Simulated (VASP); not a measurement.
**C: single point with PBE**

Crystal: C.

```
CELL_PARAMETERS angstrom
0.00000 1.78012 1.72672
1.78012 0.00000 1.72672
1.78012 1.78012 0.00000
ATOMIC_POSITIONS crystal
C 0.00000 0.00000 0.00000
C 0.25000 0.25000 0.25000
```

This cell differs from its parent crystal: uniaxial z strain -3.0%.

* Program: VASP 6.6.1
* Task: single point
* Functional: PBE
* Potentials or basis: VASP PAW PBE potentials, release 64 (C)
* Cutoff: 520 eV
* k mesh: 12 × 12 × 12
* Occupations: fermi-dirac, width 0.02 eV
* Spin: no spin polarisation

The pressure is 19.5 GPa and the band gap on the k mesh is 3.45 eV, indirect (least direct gap 5.14 eV).

Stress tensor (GPa, compression positive):
```
 9.98  0.00  0.00
 0.00  9.98  0.00
 0.00  0.00 38.47
```

Levels at points of the mesh, in eV from the valence-band top:
```
           k point  band 1  band 2  band 3  band 4  band 5  band 6  band 7  band 8  band 9
(0.00, 0.00, 0.00)  -22.27   -0.46   -0.46    0.00    5.14    5.52    5.52   13.85   19.47
(0.50, 0.00, 0.00)  -16.28  -14.08   -3.47   -2.92    8.09    8.17    9.38   15.74   22.09
(0.50, 0.50, 0.00)  -12.99  -12.99   -7.13   -7.13    4.05    4.05   17.16   17.16   23.90
(0.50, 0.00, 0.50)  -13.49  -13.49   -6.66   -6.66    4.78    4.78   16.95   16.95   23.42
```

Run time: 22 s on 1 thread of AMD EPYC 7R13 (shared host), peak memory 0.12 GiB.

Caveat: the cell differs from its parent crystal (uniaxial z strain -3.0%). A k mesh can miss the band edges.
